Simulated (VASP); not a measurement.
# HPb4 (Pm-3m) in VASP: a series of runs, part 2 of 2

VASP 6.6.1. Earlier steps stand in the parts before.

## (3) Single point, PBE

This run uses another cell than the first one, of 26.38 Å³/atom, 0.980 times its volume.

INCAR reads:

```
ALGO = Normal
EDIFF = 1E-6
ENCUT = 520
GGA = PE
ISIF = 2
ISMEAR = 0
LASPH = True
LCHARG = False
LREAL = False
LWAVE = False
NBANDS = 36
NELM = 100
PREC = Accurate
SIGMA = 0.1
```

KPOINTS reads:

```
k-points
0
Gamma
  8 8 8
```

POSCAR reads:

```
HPb4
1.0
    5.0904082600      0.0000000000      0.0000000000
    0.0000000000      5.0904082600      0.0000000000
    0.0000000000      0.0000000000      5.0904082600
H Pb
1 4
Direct
    0.5000000000      0.5000000000      0.5000000000
    0.0000000000      0.0000000000      0.0000000000
    0.5000000000      0.5000000000      0.0000000000
    0.5000000000      0.0000000000      0.5000000000
    0.0000000000      0.5000000000      0.5000000000
```

Potentials or basis: VASP PAW PBE potentials, release 64 (H, Pb_d).

The run is started by

```console
$ cat potpaw_PBE.64/H/POTCAR potpaw_PBE.64/Pb_d/POTCAR > POTCAR
$ mpirun -np 1 vasp_std > vasp.out
```

OUTCAR:

```text
EDIFF = 1E-6
   ENCUT = 520
   GGA = PE
   ISIF = 2
   ISMEAR = 0
   LASPH = True
   LREAL = False
   NELM = 100
   PREC = Accurate

 ion  position               nearest neighbor table
   1  0.500  0.500  0.500-
   2  0.000  0.000  0.000-   3 3.60   4 3.60   5 3.60   4 3.60   5 3.60   3 3.60   5 3.60   5 3.60
                             3 3.60   4 3.60   4 3.60   3 3.60
   3  0.500  0.500  0.000-   2 3.60   4 3.60   5 3.60   4 3.60   5 3.60   2 3.60   4 3.60   4 3.60
                             2 3.60   5 3.60   5 3.60   2 3.60
   4  0.500  0.000  0.500-   2 3.60   3 3.60   5 3.60   2 3.60   3 3.60   3 3.60   5 3.60   3 3.60
                             2 3.60   5 3.60   2 3.60   5 3.60
   5  0.000  0.500  0.500-   2 3.60   3 3.60   4 3.60   2 3.60   3 3.60   2 3.60   4 3.60   2 3.60
                             3 3.60   4 3.60   3 3.60   4 3.60

  LATTYP: Found a simple cubic cell.
 ALAT       =     5.0904082600

  Lattice vectors:

 A1 = (   5.0904082600,   0.0000000000,   0.0000000000)
 A2 = (   0.0000000000,   5.0904082600,   0.0000000000)
 A3 = (   0.0000000000,   0.0000000000,   5.0904082600)

Analysis of symmetry for initial positions (statically):
=====================================================================
 Subroutine PRICEL returns:
 Original cell was already a primitive cell.

 Routine SETGRP: Setting up the symmetry group for a
 simple cubic supercell.

 Subroutine GETGRP returns: Found 48 space group operations
 (whereof 48 operations were pure point group operations)
 out of a pool of 48 trial point group operations.

The static configuration has the point symmetry O_h .

Analysis of symmetry for dynamics (positions and initial velocities):
=====================================================================
 Subroutine PRICEL returns:
 Original cell was already a primitive cell.

 Routine SETGRP: Setting up the symmetry group for a
 simple cubic supercell.

 Subroutine GETGRP returns: Found 48 space group operations
 (whereof 48 operations were pure point group operations)
 out of a pool of 48 trial point group operations.

The dynamic configuration has the point symmetry O_h .

 Subroutine INISYM returns: Found 48 space group operations
 (whereof 48 operations are pure point group operations),
 and found     1 'primitive' translations

----------------------------------------------------------------------------------------

                                     Primitive cell

  volume of cell :     131.9040

  direct lattice vectors                    reciprocal lattice vectors
     5.090408260  0.000000000  0.000000000     0.196447897  0.000000000  0.000000000
     0.000000000  5.090408260  0.000000000     0.000000000  0.196447897  0.000000000
     0.000000000  0.000000000  5.090408260     0.000000000  0.000000000  0.196447897

  length of vectors
     5.090408260  5.090408260  5.090408260     0.196447897  0.196447897  0.196447897

  position of ions in fractional coordinates (direct lattice)
     0.500000000  0.500000000  0.500000000
     0.000000000  0.000000000  0.000000000
     0.500000000  0.500000000  0.000000000
     0.500000000  0.000000000  0.500000000
     0.000000000  0.500000000  0.500000000

  ion indices of the primitive-cell ions
   primitive index   ion index
                 1           1
                 2           2
                 3           3
                 4           4
                 5           5
[... 32 lines left out ...]
  0.375000  0.000000  0.000000      6.000000
  0.500000  0.000000  0.000000      3.000000
  0.125000  0.125000  0.000000     12.000000
[... 16 lines left out ...]
  0.375000  0.375000  0.125000     24.000000
  0.500000  0.375000  0.125000     24.000000
 [... further k-points ...]
   k-points           NKPTS =     35   k-points in BZ     NKDIM =     35   number of bands    NBANDS=     36
   number of dos      NEDOS =    301   number of ions     NIONS =      5
   total plane-waves  NPLWV =  64000
   dimension x,y,z NGX =    40 NGY =   40 NGZ =   40
   dimension x,y,z NGXF=    80 NGYF=   80 NGZF=   80
   ions per type =               1   4
   NGX,Y,Z   is equivalent  to a cutoff of  13.06, 13.06, 13.06 a.u.
   NGXF,Y,Z  is equivalent  to a cutoff of  26.13, 26.13, 26.13 a.u.
 SYSTEM =  unknown system
   PREC   = accura    normal or accurate (medium, high low for compatibility)
   ISTART =      0    job   : 0-new  1-cont  2-samecut
   ICHARG =      2    charge: 1-file 2-atom 10-const
   ISPIN  =      1    spin polarized calculation?
   LNONCOLLINEAR =      F non collinear calculations
   LSORBIT =      F    spin-orbit coupling
   LASPH  =      T    aspherical Exc in radial PAW
   ENCUT  =  520.0 eV  38.22 Ry    6.18 a.u.   9.46  9.46  9.46*2*pi/ulx,y,z
   NELM   =    100;   NELMIN=  2; NELMDL= -5     # of ELM steps
   EDIFF  = 0.1E-05   stopping-criterion for ELM
   LREAL  =      F    real-space projection
   EDIFFG = 0.1E-04   stopping-criterion for IOM
   NSW    =      0    number of steps for IOM
   IBRION =     -1    ionic relax: 0-MD 1-quasi-New 2-CG
   NFREE  =      0    steps in history (QN), initial steepest desc. (CG)
   ISIF   =      2    stress and relaxation
   ISYM   =      2    0-nonsym 1-usesym 2-fastsym
   POTIM  = 0.5000    time-step for ionic-motion
   TEBEG  =    0.0;   TEEND  =   0.0 temperature during run
   PSTRESS=    0.0 pullay stress
   NELECT =      57.0000    total number of electrons
   NUPDOWN=      -1.0000    fix difference up-down
   EMIN   =  10.00;   EMAX   =-10.00  energy-range for DOS
   EFERMI =   0.00;   METHOD = LEGACY
   ISMEAR =     0;   SIGMA  =   0.10  broadening in eV -4-tet -1-fermi 0-gaus
   EFERMI_NEDOS =   21; number of points for ismear=-14 and -15
   IALGO  =     38    algorithm
   IMIX   =      4    mixing-type and parameters
     AMIX     =   0.40;   BMIX     =  1.00
     AMIX_MAG =   1.60;   BMIX_MAG =  1.00
  volume/ion in A,a.u.               =      26.38       178.03
  Fermi-wavevector in a.u.,A,eV,Ry     =   1.237696  2.338905 20.842633  1.531890
  Thomas-Fermi vector in A             =   2.372252
   LORBIT       =      0    0 simple, 1 ext, 2 COOP (PROOUT), +10 PAW based schemes
   GGA     = PE    functional components
   LHFCALC =     F    Hartree Fock is set to
   AEXX    =    0.0000 exact exchange contribution
   IVDW    =     0    specifies the selected vdW correction
   LEPSILON=     F    determine dielectric tensor
   LRPA    =     F    only Hartree local field effects (RPA)
 non-spin polarized calculation
 Gauss-broadening in eV      SIGMA  =   0.10
  energy-cutoff  :      520.00
  volume of cell :      131.90
 maximum number of plane-waves:      3590
 NGX is ok and might be reduce to    40
   NGX = 19   NGY = 19   NGZ = 19

 number of electron      57.0000018 magnetization

 Free energy of the ion-electron system (eV)
  ---------------------------------------------------
  ext. energy  EPLUGINS =         0.00000000
  ---------------------------------------------------
  free energy    TOTEN  =       -16.72863928 eV

  energy without entropy =      -16.71781958  energy(sigma->0) =      -16.72322943

 E-fermi :   6.6376     XC(G=0):  -9.9253

 val. band max:        6.6046003617   @ k =   0.5000   0.5000   0.0000
 cond. band min:       6.6849997146   @ k =   0.3750   0.1250   0.0000
 fundamental gap:      0.0803993529
 Fermi energy:         6.6375792904

 k-point     1 :       0.0000    0.0000    0.0000
  band No.  band energies     occupation
      1     -10.6492      2.00000
      2     -10.6492      2.00000
      3     -10.6492      2.00000
      4     -10.6426      2.00000
      5     -10.5572      2.00000
      6     -10.5572      2.00000
[... 925 lines left out ...]
     35      10.8898      0.00000
     36      11.4874      0.00000

 [... further k-points ...]

------------------------ aborting loop because EDIFF is reached ----------------------------------------

  FORCE on cell =-STRESS in cart. coord.  units (eV):
  Direction    XX          YY          ZZ          XY          YZ          ZX
  --------------------------------------------------------------------------------------
  -------------------------------------------------------------------------------------
  Total       -0.0687204     -0.0687204     -0.0687204     -0.0000000     -0.0000000      0.0000000
  in kB       -0.8347159     -0.8347159     -0.8347159     -0.0000000     -0.0000000      0.0000000
  external PRESSURE =      -0.8347159 kB  Pullay stress =       0.0000000 kB

 VOLUME and BASIS-vectors are now :
 -----------------------------------------------------------------------------
  energy-cutoff  :      520.00
  volume of cell :      131.90
      direct lattice vectors                 reciprocal lattice vectors
     5.090408260  0.000000000  0.000000000     0.196447897  0.000000000  0.000000000
     0.000000000  5.090408260  0.000000000     0.000000000  0.196447897  0.000000000
     0.000000000  0.000000000  5.090408260     0.000000000  0.000000000  0.196447897

 POSITION                                       TOTAL-FORCE (eV/Angst)
 -----------------------------------------------------------------------------------
      2.54520      2.54520      2.54520         0.000000      0.000000      0.000000
      0.00000      0.00000      0.00000         0.000000      0.000000      0.000000
      2.54520      2.54520      0.00000         0.000000      0.000000      0.000000
      2.54520      0.00000      2.54520         0.000000      0.000000      0.000000
      0.00000      2.54520      2.54520         0.000000      0.000000      0.000000
 -----------------------------------------------------------------------------------
    total drift:                               -0.000000     -0.000000     -0.000000

  FREE ENERGIE OF THE ION-ELECTRON SYSTEM (eV)
  ---------------------------------------------------
  free  energy   TOTEN  =       -16.7286392792 eV

  energy  without entropy=      -16.7178195826  energy(sigma->0) =      -16.72322943
```

It took 3.8 min on 1 thread of Intel Xeon Platinum 8259CL at 2.50GHz (Skylake/Cascade Lake), shared host; peak memory 0.3 GiB.

What came out:

* Free energy: -16.7286 eV
* Pressure: -0.1 GPa

Levels at points of the mesh, in eV from the Fermi level:
```tsv
k point	band 24	band 25	band 26	band 27	band 28	band 29	band 30	band 31	band 32	band 33
(0.00, 0.00, 0.00)	-7.01	-3.19	-3.19	-3.19	-1.26	1.59	1.59	1.59	1.80	1.80
(0.50, 0.00, 0.00)	-6.91	-2.90	-1.55	-1.55	-1.35	-1.35	0.19	1.44	1.70	3.32
(0.50, 0.50, 0.00)	-8.61	-3.84	-1.24	-1.23	-1.23	-0.03	0.30	0.30	0.35	3.61
(0.50, 0.50, 0.50)	-8.16	-6.41	-3.95	-3.95	-3.95	3.30	4.85	4.85	4.98	4.98
```

Caveat: spin-orbit coupling is left out, which moves the levels of the heavy elements.
